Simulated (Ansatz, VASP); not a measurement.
## Ir3C: VASP beside Ansatz

```xyz
4
Lattice="2.6947 0.0000 0.0000 -1.3473 2.3336 0.0000 0.0000 0.0000 21.2770" Properties=species:S:1:pos:R:3 pbc="T T T"
Ir    1.3473    0.7779    4.0000
Ir    0.0000    1.5558    6.1385
Ir    0.0000    0.0000    8.2770
C     1.3473   -0.7779   11.0070
```

Alike in both runs: task single point; functional LDA; k mesh 12 × 12 × 1; occupations gaussian, width 0.1 eV; collinear spin.

|  | VASP | Ansatz |
| --- | --- | --- |
| version | VASP 6.6.1 | Ansatz 0.2.0 |
| potentials or method | VASP PAW LDA potentials, release 64 (Ir, C), cutoff 520 eV | scalar-relativistic, plane waves, PAW |
| valence electrons in the cell | 31 | 55 |

Ansatz gave:

* gap on the k mesh at the Fermi level (eV): none
* rms of the force components (eV/Å): 0.559
* net moment per atom (μB): 0.00
* work function, face that differs most (eV): 5.69

Problem. Which values does VASP return?

Solution. gap on the k mesh at the Fermi level (eV): none; rms of the force components (eV/Å): 0.586; net moment per atom (μB): 0.00; work function, face that differs most (eV): 5.69.

Ansatz warns that its potentials were made for another functional, while VASP's fit it. LDA's correlation is that of Perdew and Zunger in VASP and of Perdew and Wang (1992) in Ansatz. Atom by atom the forces differ by 0.052 eV/Å (rms over components). A gap of «none» marks a metal or a gap that the smearing closes. VASP's potentials hold 31 valence electrons a cell and Ansatz's 55, so a difference there can come from the potentials and not from the codes. Ansatz's warnings: seeded moment not kept.

Neither program's run includes spin-orbit coupling.
